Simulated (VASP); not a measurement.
Runs of VASP 6.6.1 on Ni3Cl. The structure is that of space group Pm-3m (No. 221), or close to it. The cells are those of the table. 

```tsv
task	cell	k mesh	cutoff (eV)	gap on the mesh (eV)	pressure (GPa)	moment (μB)
single point	a = 3.677 Å, 4 atoms	4 × 4 × 4	520	none	0.0	2.00
relaxation of cell and atoms	relaxed from a = 3.776 Å, 4 atoms	4 × 4 × 4	600	none	0.1	2.00
single point	a = 3.677 Å, 4 atoms	6 × 6 × 6	520	none	0.3	1.99
single point	a = 3.682 Å, 4 atoms	12 × 12 × 12	520	none	0.0	(a)
single point	a = 3.776 Å, 4 atoms	6 × 6 × 6	520	none	-6.9	2.17
relaxation of cell and atoms	relaxed from a = 3.677 Å, 4 atoms	6 × 6 × 6	600	none	0.2	1.99
```

Alike in all rows: level PBE; potentials or basis VASP PAW PBE potentials, release 64 (Ni, Cl); spin collinear, ferromagnetic start; smearing gaussian 0.1 eV.

Estimate the missing entries.

(a) 2.09.

Caveats: some runs use coarse meshes; the cell stands under tension (at least some runs); the relaxation stopped at its first step, so nothing moved (at least some runs).

A gap of «none» marks levels without a gap at the run's occupations.
